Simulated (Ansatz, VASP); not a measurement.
Two plane-wave programs on Cd

```
CELL_PARAMETERS angstrom
1.59635 0.92165 2.47214
-1.58028 0.93481 2.45660
0.01942 -1.83596 2.45660
ATOMIC_POSITIONS crystal
Cd 0.00000 0.00000 0.00000
```

Alike in both runs: task single point; functional PBE; k mesh 18 × 18 × 18; occupations gaussian, width 0.1 eV; no spin polarisation.

|  | VASP | Ansatz |
| --- | --- | --- |
| version | VASP 6.6.1 | Ansatz 0.2.0 |
| potentials or method | VASP PAW PBE potentials, release 64 (Cd), cutoff 520 eV | scalar-relativistic, plane waves, PAW |
| valence electrons in the cell | 12 | 20 |

VASP gave:

```
gap on the k mesh at the Fermi level (eV)                     : none
pressure (GPa)                                                : 3.1
traceless stress, the component that is largest in VASP (GPa) : 0.13
```

Question: Which values does Ansatz return?

Answer: gap on the k mesh at the Fermi level (eV): none; pressure (GPa): 2.8; traceless stress, the component that is largest in VASP (GPa): 0.13.

A gap of «none» marks a metal or a gap that the smearing closes. The functional is the same, so the differences come from potentials, cutoffs and numerics. VASP's potentials hold 12 valence electrons a cell and Ansatz's 20, so a difference there can come from the potentials and not from the codes. Ansatz's warnings: structure snapped to symmetry.
